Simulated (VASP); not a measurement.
# As (Pm-3m) in VASP: notebook, part 2 of 2

VASP 6.6.1. The steps go on from the part before.

### Step 3. Single point, LDA

This run uses another cell than the first one, of 19.76 Å³/atom, 1.020 times its volume.

Contents of INCAR:

```
ALGO     = Normal         # electronic algorithm
EDIFF    = 1E-6           # SCF threshold, eV
ENCUT    = 520            # plane-wave cutoff, eV
GGA      = CA             # functional
ISIF     = 2              # what is computed and relaxed
ISMEAR   = -1             # smearing method
LASPH    = T              # aspherical terms in the spheres
LCHARG   = F              # write CHGCAR
LREAL    = F              # projectors in reciprocal space
LWAVE    = F              # write WAVECAR
NBANDS   = 8              # bands
NELM     = 60             # most SCF steps
PREC     = Accurate       # precision mode
SIGMA    = 0.05           # smearing width, eV
```

Contents of KPOINTS:

```
k-points
0
Gamma
  10 10 10
```

Contents of POSCAR:

```
As
1.0
    2.7036817444      0.0000000000      0.0000000000
    0.0000000000      2.7036817444      0.0000000000
    0.0000000000      0.0000000000      2.7036817444
As
1
Direct
    0.5000000000      0.5000000000      0.5000000000
```

Potentials or basis: VASP PAW LDA potentials, release 64 (As).

Run with:

```
cat potpaw_LDA.64/As/POTCAR > POTCAR
mpirun -np 1 vasp_std > vasp.out
```

OUTCAR:

```text
EDIFF = 1E-6
   ENCUT = 520
   GGA = CA
   ISIF = 2
   ISMEAR = -1
   LASPH = T
   LREAL = F
   NELM = 60
   PREC = Accurate

 ion  position               nearest neighbor table
   1  0.500  0.500  0.500-

  LATTYP: Found a simple cubic cell.
 ALAT       =     2.7036817444

  Lattice vectors:

 A1 = (   2.7036817444,   0.0000000000,   0.0000000000)
 A2 = (   0.0000000000,   2.7036817444,   0.0000000000)
 A3 = (   0.0000000000,   0.0000000000,   2.7036817444)

Analysis of symmetry for initial positions (statically):
=====================================================================
 Subroutine PRICEL returns:
 Original cell was already a primitive cell.

 Routine SETGRP: Setting up the symmetry group for a
 simple cubic supercell.

 Subroutine GETGRP returns: Found 48 space group operations
[... 9 lines left out ...]

 Routine SETGRP: Setting up the symmetry group for a
 simple cubic supercell.

 Subroutine GETGRP returns: Found 48 space group operations
[... 11 lines left out ...]
                                     Primitive cell

  volume of cell :      19.7636

  direct lattice vectors                    reciprocal lattice vectors
     2.703681744  0.000000000  0.000000000     0.369866018  0.000000000  0.000000000
     0.000000000  2.703681744  0.000000000     0.000000000  0.369866018  0.000000000
     0.000000000  0.000000000  2.703681744     0.000000000  0.000000000  0.369866018

  length of vectors
     2.703681744  2.703681744  2.703681744     0.369866018  0.369866018  0.369866018

  position of ions in fractional coordinates (direct lattice)
     0.500000000  0.500000000  0.500000000

  ion indices of the primitive-cell ions
   primitive index   ion index
                 1           1

----------------------------------------------------------------------------------------

 KPOINTS: k-points

[... 73 lines left out ...]
   ISIF   =      2    stress and relaxation
   ISYM   =      2    0-nonsym 1-usesym 2-fastsym
   POTIM  = 0.5000    time-step for ionic-motion
   TEBEG  =    0.0;   TEEND  =   0.0 temperature during run
   PSTRESS=    0.0 pullay stress
   NELECT =       5.0000    total number of electrons
   NUPDOWN=      -1.0000    fix difference up-down
   EMIN   =  10.00;   EMAX   =-10.00  energy-range for DOS
[... 5 lines left out ...]
     AMIX     =   0.40;   BMIX     =  1.00
     AMIX_MAG =   1.60;   BMIX_MAG =  1.00
  volume/ion in A,a.u.               =      19.76       133.37
  Fermi-wavevector in a.u.,A,eV,Ry     =   1.035403  1.956627 14.586243  1.072059
  Thomas-Fermi vector in A             =   2.169744
   LORBIT       =      0    0 simple, 1 ext, 2 COOP (PROOUT), +10 PAW based schemes
   GGA     = CA    functional components
   LHFCALC =     F    Hartree Fock is set to
   AEXX    =    0.0000 exact exchange contribution
   IVDW    =     0    specifies the selected vdW correction
   LEPSILON=     F    determine dielectric tensor
   LRPA    =     F    only Hartree local field effects (RPA)
 non-spin polarized calculation
  energy-cutoff  :      520.00
  volume of cell :       19.76
 maximum number of plane-waves:       554
   NGX = 11   NGY = 11   NGZ = 11

 number of electron       5.0000001 magnetization

 Free energy of the ion-electron system (eV)
  ---------------------------------------------------
  ext. energy  EPLUGINS =         0.00000000
  ---------------------------------------------------
  free energy    TOTEN  =        -5.33057254 eV

  energy without entropy =       -5.32811532  energy(sigma->0) =       -5.32934393

 E-fermi :   5.8776     XC(G=0): -10.5881

 val. band max:        5.8499953020   @ k =   0.3000   0.3000   0.3000
 cond. band min:       5.9083002512   @ k =   0.2000   0.2000   0.0000
 fundamental gap:      0.0583049492
 Fermi energy:         5.8776197427

 k-point     1 :       0.0000    0.0000    0.0000
  band No.  band energies     occupation
      1      -9.0402      2.00000
      2      10.0459      0.00000
      3      10.0459      0.00000
      4      10.0459      0.00000
      5      14.5280      0.00000
      6      14.5280      0.00000
      7      16.3601      0.00000
      8      30.8456      0.00000
[... 243 lines left out ...]
 k-point    24 :       0.3000    0.1000    0.1000
  band No.  band energies     occupation
      1      -7.0977      2.00000
      2       2.5189      2.00000
      3       9.3722      0.00000
      4       9.8274      0.00000
      5      18.3919      0.00000
      6      18.5114      0.00000
      7      20.6911      0.00000
      8      21.4265      0.00000

 [... further k-points ...]
[... 5 lines left out ...]
  --------------------------------------------------------------------------------------
  -------------------------------------------------------------------------------------
  Total       -0.3549963     -0.3549963     -0.3549963     -0.0000000     -0.0000000      0.0000000
  in kB      -28.7784725    -28.7784725    -28.7784725     -0.0000000     -0.0000000      0.0000000
  external PRESSURE =     -28.7784725 kB  Pullay stress =       0.0000000 kB

 VOLUME and BASIS-vectors are now :
 -----------------------------------------------------------------------------
  energy-cutoff  :      520.00
  volume of cell :       19.76
      direct lattice vectors                 reciprocal lattice vectors
     2.703681744  0.000000000  0.000000000     0.369866018  0.000000000  0.000000000
     0.000000000  2.703681744  0.000000000     0.000000000  0.369866018  0.000000000
     0.000000000  0.000000000  2.703681744     0.000000000  0.000000000  0.369866018

 POSITION                                       TOTAL-FORCE (eV/Angst)
 -----------------------------------------------------------------------------------
      1.35184      1.35184      1.35184         0.000000      0.000000      0.000000
 -----------------------------------------------------------------------------------
    total drift:                                0.000000      0.000000      0.000000

  FREE ENERGIE OF THE ION-ELECTRON SYSTEM (eV)
  ---------------------------------------------------
  free  energy   TOTEN  =        -5.3305725446 eV

  energy  without entropy=       -5.3281153183  energy(sigma->0) =       -5.32934393
```

OSZICAR:

```text
N       E                     dE             d eps       ncg     rms          rms(c)
DAV:   1     0.782893849147E+01    0.78289E+01   -0.21429E+03   904   0.458E+02
DAV:   2    -0.517619104853E+01   -0.13005E+02   -0.12390E+02  1192   0.602E+01
DAV:   3    -0.533731134632E+01   -0.16112E+00   -0.16102E+00  1024   0.924E+00
DAV:   4    -0.533748042074E+01   -0.16907E-03   -0.16907E-03  1360   0.337E-01
DAV:   5    -0.533748051034E+01   -0.89598E-07   -0.89614E-07  1040   0.487E-03    0.224E+00
DAV:   6    -0.533316624539E+01    0.43143E-02   -0.42214E-04  1184   0.153E-01    0.132E+00
DAV:   7    -0.533056288535E+01    0.26034E-02   -0.10623E-03   968   0.239E-01    0.651E-02
DAV:   8    -0.533057213801E+01   -0.92527E-05   -0.12332E-05  1264   0.255E-02    0.763E-03
DAV:   9    -0.533057254458E+01   -0.40657E-06   -0.18525E-07   728   0.317E-03
   1 F= -.53305725E+01 E0= -.53293439E+01  d E =-.245723E-02
```

stdout:

```text
POSCAR found type information on POSCAR As
 POSCAR found :  1 types and       1 ions
 scaLAPACK will be used
 LDA part: xc-table for (Slater(with rela. corr.)+CA(PZ))
 , standard interpolation
 POSCAR, INCAR and KPOINTS ok, starting setup
 FFT: planning ... GRIDC
 FFT: planning ... GRID_SOFT
 FFT: planning ... GRID
 WAVECAR not read
 entering main loop
```

Wall time 4.3 s (1 thread of Intel Xeon Platinum 8488C (Sapphire Rapids), shared host); peak memory 0.12 GiB.

Results:

```yaml
Free_energy: -5.3306 eV
Pressure: -2.9 GPa
```

Levels at points of the mesh, in eV from the Fermi level:
```tsv
k point	band 1	band 2	band 3	band 4	band 5	band 6	band 7
(0.00, 0.00, 0.00)	-14.92	4.17	4.17	4.17	8.65	8.65	10.48
(0.50, 0.00, 0.00)	-11.79	-6.86	6.44	6.44	11.34	14.09	14.81
(0.50, 0.50, 0.00)	-8.54	-4.18	-4.18	2.56	8.57	16.56	17.56
(0.50, 0.50, 0.50)	-4.96	-1.75	-1.75	-1.75	6.04	6.04	6.04
```

### Step 4. Single point, LDA (volume scaled by 1.06)

Contents of INCAR:

```
SYSTEM = As
  PREC = Accurate
  ENCUT = 520
  EDIFF = 1E-6
  ISMEAR = -1
  SIGMA = 0.05
  LREAL = .FALSE.
  LASPH = .TRUE.
  NELM = 80
  ALGO = Normal
  ISIF = 2
  LWAVE = .FALSE.
  LCHARG = .FALSE.
  NBANDS = 8
```

Contents of KPOINTS:

```
Automatic mesh
0
G
  10 10 10
  0 0 0
```

Contents of POSCAR:

```
As
1.0
    2.7567085743      0.0000000000      0.0000000000
    0.0000000000      2.7567085743      0.0000000000
    0.0000000000      0.0000000000      2.7567085743
As
1
Direct
    0.5000000000      0.5000000000      0.5000000000
```

Run with:

```
cat potpaw_LDA.64/As/POTCAR > POTCAR
mpirun -np 1 vasp_std > vasp.out
```

Run time: 3.4 s. Hardware: 1 thread of Intel Xeon Platinum 8488C (Sapphire Rapids), shared host; peak memory 0.13 GiB.

It converged, with:

| Item | Value |
| --- | --- |
| Free energy | -5.2927 eV |
| Pressure | -7.1 GPa |

Levels at points of the mesh, in eV from the Fermi level:
```csv
k point,band 1,band 2,band 3,band 4,band 5
"(0.00, 0.00, 0.00)",-14.39,3.96,3.96,3.96,8.61
"(0.50, 0.00, 0.00)",-11.52,-6.39,6.03,6.03,11.17
"(0.50, 0.50, 0.00)",-8.55,-3.89,-3.89,2.82,7.95
"(0.50, 0.50, 0.50)",-5.35,-1.63,-1.63,-1.63,6.14
```

Caveat: the cell differs from its parent crystal (volume scaled by 1.06).

### Step 5. Single point, RPBE

This run uses another cell than the first one, of 19.76 Å³/atom, 1.020 times its volume.

Contents of INCAR:

```
PREC     = Accurate       # precision mode
ENCUT    = 520            # plane-wave cutoff, eV
EDIFF    = 1E-6           # SCF threshold, eV
ISMEAR   = -1             # smearing method
SIGMA    = 0.05           # smearing width, eV
LREAL    = False          # projectors in reciprocal space
LASPH    = True           # aspherical terms in the spheres
NELM     = 60             # most SCF steps
ALGO     = Normal         # electronic algorithm
ISIF     = 2              # what is computed and relaxed
LWAVE    = False          # write WAVECAR
LCHARG   = False          # write CHGCAR
GGA      = RP             # functional
NBANDS   = 8              # bands
```

Contents of KPOINTS:

```
Automatic mesh
0
Gamma
  10 10 10
```

Contents of POSCAR:

```
As
1.0
    2.7036817444      0.0000000000      0.0000000000
    0.0000000000      2.7036817444      0.0000000000
    0.0000000000      0.0000000000      2.7036817444
As
1
Direct
    0.5000000000      0.5000000000      0.5000000000
```

Potentials or basis: VASP PAW PBE potentials, release 64 (As).

Run with:

```
cat potpaw_PBE.64/As/POTCAR > POTCAR
mpirun -np 1 vasp_std > vasp.out
```

Run time: 14 s. Hardware: 1 thread of AMD EPYC 7R13, shared host; peak memory 0.09 GiB.

Results (log left out):

```
Free energy : -4.1759 eV
Pressure    : 4.0 GPa
```

Levels at points of the mesh, in eV from the Fermi level:
```
           k point  band 1  band 2  band 3  band 4  band 5  band 6  band 7
(0.00, 0.00, 0.00)  -14.95    4.19    4.19    4.19    8.47    8.47   10.69
(0.50, 0.00, 0.00)  -11.80   -6.91    6.50    6.50   11.13   14.23   14.74
(0.50, 0.50, 0.00)   -8.50   -4.25   -4.25    2.55    8.68   16.46   17.43
(0.50, 0.50, 0.50)   -4.84   -1.81   -1.81   -1.81    5.94    5.94    5.94
```

Caveat: the PAW data sets were made with another functional, which shifts forces and pressure a little.

### Step 6. Single point, revPBE

This run uses another cell than the first one, of 19.76 Å³/atom, 1.020 times its volume.

Changes to INCAR since step 5:

```diff
@@ -2,3 +2,3 @@
 ENCUT    = 520            # plane-wave cutoff, eV
-EDIFF    = 1E-6           # SCF threshold, eV
+EDIFF    = 1E-7           # SCF threshold, eV
 ISMEAR   = -1             # smearing method
@@ -12,3 +12,3 @@
 LCHARG   = False          # write CHGCAR
-GGA      = RP             # functional
+GGA      = RE             # functional
 NBANDS   = 8              # bands
```

KPOINTS is that of step 5.

POSCAR is that of step 5.

Potentials or basis: VASP PAW PBE potentials, release 64 (As).

Run with:

```
cat potpaw_PBE.64/As/POTCAR > POTCAR
mpirun -np 1 vasp_std > vasp.out
```

It took 14 s on 1 thread of AMD EPYC 7R13, shared host; peak memory 0.09 GiB.

The run converged. Its results:

```
Free energy : -4.2334 eV
Pressure    : 3.5 GPa
```

Levels at points of the mesh, in eV from the Fermi level:
```csv
k point,band 1,band 2,band 3,band 4,band 5
"(0.00, 0.00, 0.00)",-14.94,4.19,4.19,4.19,8.49
"(0.50, 0.00, 0.00)",-11.80,-6.91,6.50,6.50,11.15
"(0.50, 0.50, 0.00)",-8.50,-4.25,-4.25,2.55,8.68
"(0.50, 0.50, 0.50)",-4.85,-1.80,-1.80,-1.80,5.95
```

Caveat: the PAW data sets were made with another functional, which shifts forces and pressure a little.

### Step 7. The runs side by side

| level | potentials or basis | cell | gap on the mesh (eV) | pressure (GPa) |
| --- | --- | --- | --- | --- |
| LDA | VASP PAW LDA potentials, release 64 (As) | a = 2.686 Å, 1 atom | none | -1.1 |
| LDA | VASP PAW LDA potentials, release 64 (As) | a = 2.704 Å, 1 atom | none | -2.9 |
| LDA | VASP PAW LDA potentials, release 64 (As) | a = 2.757 Å, 1 atom | none | -7.1 |
| RPBE | VASP PAW PBE potentials, release 64 (As) | a = 2.704 Å, 1 atom | none | 4.0 |
| revPBE | VASP PAW PBE potentials, release 64 (As) | a = 2.704 Å, 1 atom | none | 3.5 |

Alike in all rows: task single point; no spin polarisation; k mesh 10 × 10 × 10; cutoff (eV) 520; smearing fermi-dirac 0.05 eV.

Caveats: the PAW data sets were made with another functional, which shifts forces and pressure a little (some runs).

Total energies depend on the potentials used, so only differences within one code and one set of settings carry meaning.
